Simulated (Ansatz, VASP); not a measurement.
**ZnS: VASP beside Ansatz**

```
Zn S
1.0
     3.81100    0.00000    0.00000
    -1.90550    3.30042    0.00000
     0.00000    0.00000    6.23400
Zn S
2 2
Direct
  0.33333 0.66667 0.00000
  0.66667 0.33333 0.50000
  0.40502 0.71915 0.41278
  0.73836 0.38581 0.91278
```

Change from the starting cell: all S atoms moved +0.300 Å, as atom 3 along Cartesian [1 1 1].

Alike in both runs: task single point; functional r2SCAN; k mesh 6 × 6 × 4; occupations gaussian, width 0.05 eV; no spin polarisation.

```csv
,VASP,Ansatz
version,VASP 6.6.1,Ansatz 0.2.0
potentials or method,"VASP PAW PBE potentials, release 64 (Zn, S), cutoff 520 eV","scalar-relativistic, plane waves, PAW"
valence electrons in the cell,36,36
```

|  | VASP | Ansatz | Ansatz less VASP |
| --- | --- | --- | --- |
| gap on the k mesh at the Fermi level (eV) | 2.87 | 2.86 | -0.007 |
| least direct gap on the mesh (eV) | 2.87 | 2.86 | -0.007 |
| pressure (GPa) | 4.8 | 4.7 | -0.16 |
| traceless stress, the component that is largest in VASP (GPa) | -6.22 | -6.10 | +0.124 |
| rms of the force components (eV/Å) | 1.653 | 1.633 | -0.0201 |

VASP's potentials were made for PBE, not for r2SCAN. Atom by atom the forces differ by 0.020 eV/Å (rms over components). With one functional, cell and mesh, what is left measures potentials, basis and numerics.
